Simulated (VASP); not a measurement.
Input of a VASP 6.6.1 run:

The input INCAR:

```
SYSTEM = InAs
PREC = Accurate ; ENCUT = 500
EDIFF = 1E-6 ; ISMEAR = 0
SIGMA = 0.15 ; LREAL = .FALSE.
LASPH = .TRUE. ; NELM = 120
ALGO = Normal ; ISIF = 2
LWAVE = .FALSE. ; LCHARG = .FALSE.
NBANDS = 16 ; GGA_COMPAT = .FALSE.
```

KPOINTS

```
Automatic mesh
0
G
  14 14 14
  0 0 0
```

Contents of POSCAR:

```
InAs
1.0
    0.0000000000      2.7778406430      2.7778406430
    2.7778406430      0.0000000000      2.7778406430
    2.7778406430      2.7778406430      0.0000000000
In As
1 1
Direct
    0.4888182119      0.5111817881      0.5111817881
    0.0171361882     -0.0171361882     -0.0171361882
```

Potentials or basis: VASP PAW LDA potentials, release 64 (In_d, As).

The run is started by

```bash
$ cat potpaw_LDA.64/In_d/POTCAR potpaw_LDA.64/As/POTCAR > POTCAR
$ mpirun -np 1 vasp_std > vasp.out
```

(1) Estimate the largest force.

(2) Estimate the pressure.

(3) Estimate the band gap on the k mesh.

Results:

(1) 0.567 eV/Å.

(2) 3.1 GPa.

(3) zero (band 9 reaches 7.44 eV, above the bottom of band 10 at 4.42 eV).

Caveat: spin-orbit coupling is left out, which moves the levels of the heavy elements.
